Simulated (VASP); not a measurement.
Sn, 2 atoms in the cell. The structure is cubic, space group Fd-3m (No. 227). The conventional cell has a = 6.467 Å, b = 6.467 Å, c = 6.467 Å, α = 90.00°, β = 90.00°, γ = 90.00°. Within 3.7 Å of Sn (site symmetry -43m) lie 4 Sn at 2.80 Å. 

```yaml
Program: VASP 6.6.1
Task: relaxation of cell and atoms
Functional: PBEsol
Dispersion: D3(BJ)
Potentials_or_basis: VASP PAW PBE potentials, release 64 (Sn_d)
Cutoff: 600 eV
k_mesh: 7 × 7 × 7
Occupations: fermi-dirac, width 0.05 eV
Spin: no spin polarisation
Dipole_correction: no
Further_INCAR_settings: ALGO = Normal; EDIFF = 1e-07; IBRION = 2; EDIFFG = -0.01; NSW = 80; ISIF = 3
```

Potentials or basis: VASP PAW PBE potentials, release 64 (Sn_d).

Command:

```sh
$ cat potpaw_PBE.64/Sn_d/POTCAR > POTCAR
$ mpirun -np 1 vasp_std > vasp.out
```

Hardware: 1 thread of Intel(R) Xeon(R) Platinum 8488C (Sapphire Rapids) (shared host).

Question: How long does it take, and how much memory?

Answer: Run time: 32 s on 1 thread of Intel(R) Xeon(R) Platinum 8488C (Sapphire Rapids), with other jobs on the host, peak memory 0.24 GiB. Counts: scf iterations 20, k points 20, ion steps 2.
